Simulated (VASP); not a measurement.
# BeAl6 (Pm-3m) in VASP: notebook

BeAl6 is run at these levels: PBE; tasks: single point, relaxation of cell and atoms.

Everything below comes from runs of VASP 6.6.1. Logs are shortened: lines on timing, memory, paths and dates and some standing lists are left out, and cuts for length are marked.

## (1) The cell of the first run

It takes space group Pm-3m (No. 221, cubic). The conventional cell has a = 5.224 Å, b = 5.224 Å, c = 5.224 Å, α = 90.00°, β = 90.00°, γ = 90.00°. Be (site symmetry m-3m) has 6 Al at 2.61 Å within 3.4 Å. Al (site symmetry 4/mmm) has 2 Be at 2.61 Å and 4 Al at 2.61 Å within 3.4 Å. Al (site symmetry 4/mmm) has 4 Al at 2.61 Å within 3.4 Å.

The cell was generated, and may not be a known phase.

## (2) Single point, PBE

The input, INCAR:

```
SYSTEM = BeAl6
PREC = Accurate
ENCUT = 520
EDIFF = 1E-6
ISMEAR = 0
SIGMA = 0.1
LREAL = .FALSE.
LASPH = .TRUE.
NELM = 80
ALGO = Normal
ISIF = 2
LWAVE = .FALSE.
LCHARG = .FALSE.
GGA = PE
NBANDS = 19
```

The input, KPOINTS:

```
regular mesh
0
G
  8 8 8
  0 0 0
```

The input, POSCAR:

```
BeAl6
1.0
    5.2239532309      0.0000000000      0.0000000000
    0.0000000000      5.2239532309      0.0000000000
    0.0000000000      0.0000000000      5.2239532309
Be Al
1 6
Direct
    0.0000000000      0.0000000000      0.0000000000
    0.5000000000      0.0000000000      0.0000000000
    0.0000000000      0.5000000000      0.0000000000
    0.0000000000      0.0000000000      0.5000000000
    0.0000000000      0.5000000000      0.5000000000
    0.5000000000      0.0000000000      0.5000000000
    0.5000000000      0.5000000000      0.0000000000
```

Potentials or basis: VASP PAW PBE potentials, release 64 (Be, Al).

On the command line:

```bash
cat potpaw_PBE.64/Be/POTCAR potpaw_PBE.64/Al/POTCAR > POTCAR
mpirun -np 1 vasp_std > vasp.out
```

OUTCAR:

```text
SYSTEM = BeAl6
   PREC = Accurate
   ENCUT = 520
   EDIFF = 1E-6
   ISMEAR = 0
   LREAL = .FALSE.
   LASPH = .TRUE.
   NELM = 80
   ISIF = 2
   GGA = PE

 ion  position               nearest neighbor table
   1  0.000  0.000  0.000-   2 2.61   3 2.61   4 2.61   4 2.61   3 2.61   2 2.61
   2  0.500  0.000  0.000-   1 2.61   6 2.61   7 2.61   6 2.61   7 2.61   1 2.61
   3  0.000  0.500  0.000-   1 2.61   5 2.61   7 2.61   5 2.61   1 2.61   7 2.61
   4  0.000  0.000  0.500-   1 2.61   5 2.61   6 2.61   1 2.61   5 2.61   6 2.61
   5  0.000  0.500  0.500-   3 2.61   4 2.61   3 2.61   4 2.61
   6  0.500  0.000  0.500-   2 2.61   4 2.61   2 2.61   4 2.61
   7  0.500  0.500  0.000-   2 2.61   3 2.61   2 2.61   3 2.61

  LATTYP: Found a simple cubic cell.
 ALAT       =     5.2239532309

  Lattice vectors:

 A1 = (   5.2239532309,   0.0000000000,   0.0000000000)
 A2 = (   0.0000000000,   5.2239532309,   0.0000000000)
 A3 = (   0.0000000000,   0.0000000000,   5.2239532309)

Analysis of symmetry for initial positions (statically):
=====================================================================
 Subroutine PRICEL returns:
 Original cell was already a primitive cell.

 Routine SETGRP: Setting up the symmetry group for a
 simple cubic supercell.

 Subroutine GETGRP returns: Found 48 space group operations
 (whereof 48 operations were pure point group operations)
 out of a pool of 48 trial point group operations.

The static configuration has the point symmetry O_h .

Analysis of symmetry for dynamics (positions and initial velocities):
=====================================================================
 Subroutine PRICEL returns:
 Original cell was already a primitive cell.

 Routine SETGRP: Setting up the symmetry group for a
 simple cubic supercell.

 Subroutine GETGRP returns: Found 48 space group operations
 (whereof 48 operations were pure point group operations)
 out of a pool of 48 trial point group operations.

The dynamic configuration has the point symmetry O_h .

 Subroutine INISYM returns: Found 48 space group operations
 (whereof 48 operations are pure point group operations),
 and found     1 'primitive' translations

----------------------------------------------------------------------------------------

                                     Primitive cell

  volume of cell :     142.5601

  direct lattice vectors                    reciprocal lattice vectors
     5.223953231  0.000000000  0.000000000     0.191425910  0.000000000  0.000000000
     0.000000000  5.223953231  0.000000000     0.000000000  0.191425910  0.000000000
     0.000000000  0.000000000  5.223953231     0.000000000  0.000000000  0.191425910

  length of vectors
     5.223953231  5.223953231  5.223953231     0.191425910  0.191425910  0.191425910

  position of ions in fractional coordinates (direct lattice)
     0.000000000  0.000000000  0.000000000
     0.500000000  0.000000000  0.000000000
     0.000000000  0.500000000  0.000000000
     0.000000000  0.000000000  0.500000000
     0.000000000  0.500000000  0.500000000
     0.500000000  0.000000000  0.500000000
     0.500000000  0.500000000  0.000000000

  ion indices of the primitive-cell ions
   primitive index   ion index
                 1           1
                 2           2
                 3           3
                 4           4
                 5           5
                 6           6
                 7           7

----------------------------------------------------------------------------------------

 KPOINTS: regular mesh

Automatic generation of k-mesh.
 Grid dimensions read from file:
 generate k-points for:    8    8    8

 Generating k-lattice:

  Cartesian coordinates                     Fractional coordinates (reciprocal lattice)
     0.023928239  0.000000000  0.000000000     0.125000000  0.000000000  0.000000000
     0.000000000  0.023928239  0.000000000     0.000000000  0.125000000  0.000000000
     0.000000000  0.000000000  0.023928239     0.000000000  0.000000000  0.125000000

  Length of vectors
     0.023928239  0.023928239  0.023928239

  Shift w.r.t. Gamma in fractional coordinates (k-lattice)
     0.000000000  0.000000000  0.000000000

 Subroutine IBZKPT returns following result:
 ===========================================

 Found     35 irreducible k-points:

 Following reciprocal coordinates:
            Coordinates               Weight
  0.000000  0.000000  0.000000      1.000000
  0.125000  0.000000  0.000000      6.000000
  0.250000  0.000000  0.000000      6.000000
  0.375000  0.000000  0.000000      6.000000
  0.500000  0.000000  0.000000      3.000000
  0.125000  0.125000  0.000000     12.000000
[... 16 lines left out ...]
  0.375000  0.375000  0.125000     24.000000
  0.500000  0.375000  0.125000     24.000000
 [... further k-points ...]
   k-points           NKPTS =     35   k-points in BZ     NKDIM =     35   number of bands    NBANDS=     19
   number of dos      NEDOS =    301   number of ions     NIONS =      7
   total plane-waves  NPLWV =  64000
   dimension x,y,z NGX =    40 NGY =   40 NGZ =   40
   dimension x,y,z NGXF=    80 NGYF=   80 NGZF=   80
   ions per type =               1   6
   NGX,Y,Z   is equivalent  to a cutoff of  12.73, 12.73, 12.73 a.u.
   NGXF,Y,Z  is equivalent  to a cutoff of  25.46, 25.46, 25.46 a.u.
 SYSTEM =  BeAl6
   PREC   = accura    normal or accurate (medium, high low for compatibility)
   ISTART =      0    job   : 0-new  1-cont  2-samecut
   ICHARG =      2    charge: 1-file 2-atom 10-const
   ISPIN  =      1    spin polarized calculation?
   LNONCOLLINEAR =      F non collinear calculations
   LSORBIT =      F    spin-orbit coupling
   LASPH  =      T    aspherical Exc in radial PAW
   ENCUT  =  520.0 eV  38.22 Ry    6.18 a.u.   9.71  9.71  9.71*2*pi/ulx,y,z
   NELM   =     80;   NELMIN=  2; NELMDL= -5     # of ELM steps
   EDIFF  = 0.1E-05   stopping-criterion for ELM
   LREAL  =      F    real-space projection
   EDIFFG = 0.1E-04   stopping-criterion for IOM
   NSW    =      0    number of steps for IOM
   IBRION =     -1    ionic relax: 0-MD 1-quasi-New 2-CG
   NFREE  =      0    steps in history (QN), initial steepest desc. (CG)
   ISIF   =      2    stress and relaxation
   ISYM   =      2    0-nonsym 1-usesym 2-fastsym
   POTIM  = 0.5000    time-step for ionic-motion
   TEBEG  =    0.0;   TEEND  =   0.0 temperature during run
   PSTRESS=    0.0 pullay stress
   NELECT =      20.0000    total number of electrons
   NUPDOWN=      -1.0000    fix difference up-down
   EMIN   =  10.00;   EMAX   =-10.00  energy-range for DOS
   EFERMI =   0.00;   METHOD = LEGACY
   ISMEAR =     0;   SIGMA  =   0.10  broadening in eV -4-tet -1-fermi 0-gaus
   EFERMI_NEDOS =   21; number of points for ismear=-14 and -15
   IALGO  =     38    algorithm
   IMIX   =      4    mixing-type and parameters
     AMIX     =   0.40;   BMIX     =  1.00
     AMIX_MAG =   1.60;   BMIX_MAG =  1.00
  volume/ion in A,a.u.               =      20.37       137.43
  Fermi-wavevector in a.u.,A,eV,Ry     =   0.850653  1.607500  9.845309  0.723610
  Thomas-Fermi vector in A             =   1.966663
   LORBIT       =      0    0 simple, 1 ext, 2 COOP (PROOUT), +10 PAW based schemes
   GGA     = PE    functional components
   LHFCALC =     F    Hartree Fock is set to
   AEXX    =    0.0000 exact exchange contribution
   IVDW    =     0    specifies the selected vdW correction
   LEPSILON=     F    determine dielectric tensor
   LRPA    =     F    only Hartree local field effects (RPA)
 non-spin polarized calculation
 Gauss-broadening in eV      SIGMA  =   0.10
  energy-cutoff  :      520.00
  volume of cell :      142.56
 maximum number of plane-waves:      3887
 NGX is ok and might be reduce to    40
   NGX = 19   NGY = 19   NGZ = 19

 number of electron      20.0000000 magnetization

 Free energy of the ion-electron system (eV)
  ---------------------------------------------------
  ext. energy  EPLUGINS =         0.00000000
  ---------------------------------------------------
  free energy    TOTEN  =       -22.06808692 eV

  energy without entropy =      -22.05824958  energy(sigma->0) =      -22.06316825

 E-fermi :   4.9036     XC(G=0):  -9.1009

 val. band max:        4.8162241372   @ k =   0.3750   0.2500   0.2500
 cond. band min:       4.9198836585   @ k =   0.3750   0.3750   0.2500
 fundamental gap:      0.1036595214
 Fermi energy:         4.9035557289

 k-point     1 :       0.0000    0.0000    0.0000
  band No.  band energies     occupation
      1      -4.3566      2.00000
      2      -0.1144      2.00000
      3      -0.1144      2.00000
      4       1.1809      2.00000
      5       1.1809      2.00000
      6       1.1809      2.00000
[... 11 lines left out ...]
     18       7.9305      0.00000
     19       8.3601      0.00000

 k-point     2 :       0.1250    0.0000    0.0000
  band No.  band energies     occupation
      1      -4.2766      2.00000
      2      -0.6654      2.00000
      3      -0.0311      2.00000
      4       1.2542      2.00000
      5       1.2542      2.00000
      6       1.4551      2.00000
[... 11 lines left out ...]
     18       8.4601      0.00000
     19       8.6897      0.00000

 k-point     3 :       0.2500    0.0000    0.0000
  band No.  band energies     occupation
      1      -4.0378      2.00000
      2      -1.5450      2.00000
      3       0.2181      2.00000
      4       1.4705      2.00000
      5       1.4705      2.00000
      6       1.7667      2.00000
[... 434 lines left out ...]
      1      -2.8700      2.00000
      2      -1.8824      2.00000
      3      -1.2409      2.00000
      4      -0.1440      2.00000
      5       1.1418      2.00000
      6       1.9916      2.00000
[... 11 lines left out ...]
     18       9.9458      0.00000
     19      10.5586      0.00000

 k-point    24 :       0.5000    0.3750    0.1250
  band No.  band energies     occupation
      1      -2.4384      2.00000
      2      -2.2554      2.00000
      3      -1.1321      2.00000
      4      -0.5928      2.00000
      5       1.4535      2.00000
      6       1.7621      2.00000
[... 11 lines left out ...]
     18       9.4274      0.00000
     19      10.0580      0.00000

 [... further k-points ...]

------------------------ aborting loop because EDIFF is reached ----------------------------------------

  FORCE on cell =-STRESS in cart. coord.  units (eV):
  Direction    XX          YY          ZZ          XY          YZ          ZX
  --------------------------------------------------------------------------------------
  -------------------------------------------------------------------------------------
  Total       -0.0139304     -0.0139304     -0.0139304     -0.0000000      0.0000000     -0.0000000
  in kB       -0.1565581     -0.1565581     -0.1565581     -0.0000000      0.0000000     -0.0000000
  external PRESSURE =      -0.1565581 kB  Pullay stress =       0.0000000 kB

 VOLUME and BASIS-vectors are now :
 -----------------------------------------------------------------------------
  energy-cutoff  :      520.00
  volume of cell :      142.56
      direct lattice vectors                 reciprocal lattice vectors
     5.223953231  0.000000000  0.000000000     0.191425910  0.000000000  0.000000000
     0.000000000  5.223953231  0.000000000     0.000000000  0.191425910  0.000000000
     0.000000000  0.000000000  5.223953231     0.000000000  0.000000000  0.191425910

 POSITION                                       TOTAL-FORCE (eV/Angst)
 -----------------------------------------------------------------------------------
      0.00000      0.00000      0.00000         0.000000      0.000000      0.000000
      2.61198      0.00000      0.00000         0.000000      0.000000      0.000000
      0.00000      2.61198      0.00000         0.000000      0.000000      0.000000
      0.00000      0.00000      2.61198         0.000000      0.000000      0.000000
      0.00000      2.61198      2.61198         0.000000      0.000000      0.000000
      2.61198      0.00000      2.61198         0.000000      0.000000      0.000000
      2.61198      2.61198      0.00000         0.000000      0.000000      0.000000
 -----------------------------------------------------------------------------------
    total drift:                               -0.000000     -0.000000     -0.000000

  FREE ENERGIE OF THE ION-ELECTRON SYSTEM (eV)
  ---------------------------------------------------
  free  energy   TOTEN  =       -22.0680869164 eV

  energy  without entropy=      -22.0582495794  energy(sigma->0) =      -22.06316825
```

It took 71 s on 1 thread of Oxide Virtual Turin-like, shared host; peak memory 0.23 GiB.

Results:

- Free energy: -22.0681 eV
- Pressure: 0.0 GPa
- Band gap on the k mesh: zero (bands 10 and 11 overlap by 3.72 eV)

Levels at points of the mesh, in eV from the Fermi level:
```
           k point  band 6  band 7  band 8  band 9  band 10  band 11  band 12  band 13  band 14  band 15
(0.00, 0.00, 0.00)   -3.72   -2.55   -0.41   -0.41    -0.41     0.77     0.77     1.05     1.05     1.05
(0.50, 0.00, 0.00)   -2.82   -2.62   -2.17   -2.17    -1.58     0.97     0.97     1.80     2.02     2.61
(0.50, 0.50, 0.00)   -2.10   -1.77   -1.67   -1.67    -1.53     0.07     0.47     2.36     2.63     2.65
(0.50, 0.50, 0.50)   -5.51   -4.78   -2.53    3.11     3.11     3.11     3.18     3.18     3.18     3.19
```

## (3) Relaxation of cell and atoms, PBE

This run uses another cell than the first one, of 20.30 Å³/atom.

The input, INCAR:

```
SYSTEM = BeAl6
ALGO = Normal
EDIFF = 1E-6
EDIFFG = -0.01
ENCUT = 600
GGA = PE
IBRION = 2
ISIF = 3
ISMEAR = 0
LASPH = .True.
LCHARG = .False.
LREAL = .False.
LWAVE = .False.
NELM = 60
NSW = 100
PREC = Accurate
SIGMA = 0.1
```

The input, KPOINTS:

```
k-points
0
Gamma
  8 8 8
  0 0 0
```

Edit POSCAR of step 2 so:

```diff
@@ -2,5 +2,5 @@
 1.0
-    5.2239532309      0.0000000000      0.0000000000
-    0.0000000000      5.2239532309      0.0000000000
-    0.0000000000      0.0000000000      5.2239532309
+    5.2181661971      0.0000000000      0.0000000000
+    0.0000000000      5.2181661971      0.0000000000
+    0.0000000000      0.0000000000      5.2181661971
 Be Al
```

Potentials or basis: VASP PAW PBE potentials, release 64 (Be, Al).

On the command line:

```bash
cat potpaw_PBE.64/Be/POTCAR potpaw_PBE.64/Al/POTCAR > POTCAR
mpirun -np 1 vasp_std > vasp.out
```

Run time: 1.9 min. Hardware: 1 thread of Oxide Virtual Turin-like, shared host; peak memory 0.27 GiB.

The run converged. Its results:

```
Free energy                           : -22.0683 eV
Relaxed volume                        : 20.36 Å³/atom
Relaxed cell                          : a = 5.223 Å, b = 5.223 Å, c = 5.223 Å, α = 90.00°, β = 90.00°, γ = 90.00°
Space group after relaxing (to 0.1 Å) : Pm-3m (No. 221)
Energy gained by relaxing             : 0.0 meV/atom
Ionic steps                           : 2
Pressure after relaxing               : 0.0 GPa
Band gap on the k mesh                : zero (bands 10 and 11 overlap by 3.72 eV)
```

The path:
```
step  energy change (eV)  largest force (eV/Å)  pressure (GPa)  volume (Å³)
   1              0.0000                0.0000            0.17       142.09
   2             -0.0002                0.0000            0.00       142.52
```

Final structure:
```
CELL_PARAMETERS angstrom
5.22346 0.00000 0.00000
0.00000 5.22346 0.00000
0.00000 0.00000 5.22346
ATOMIC_POSITIONS crystal
Be 0.00000 0.00000 0.00000
Al 0.50000 0.00000 0.00000
Al 0.00000 0.50000 0.00000
Al 0.00000 0.00000 0.50000
Al 0.00000 0.50000 0.50000
Al 0.50000 0.00000 0.50000
Al 0.50000 0.50000 0.00000
```

Levels at points of the mesh, in eV from the Fermi level:
```csv
k point,band 8,band 9,band 10,band 11,band 12,band 13
"(0.00, 0.00, 0.00)",-0.41,-0.41,-0.41,0.77,0.77,1.05
"(0.50, 0.00, 0.00)",-2.17,-2.17,-1.58,0.97,0.97,1.80
"(0.50, 0.50, 0.00)",-1.67,-1.67,-1.53,0.07,0.47,2.36
"(0.50, 0.50, 0.50)",-2.54,3.11,3.11,3.12,3.18,3.19
```

The gap in the log of VASP goes by the Fermi energy; the results here count the filled bands.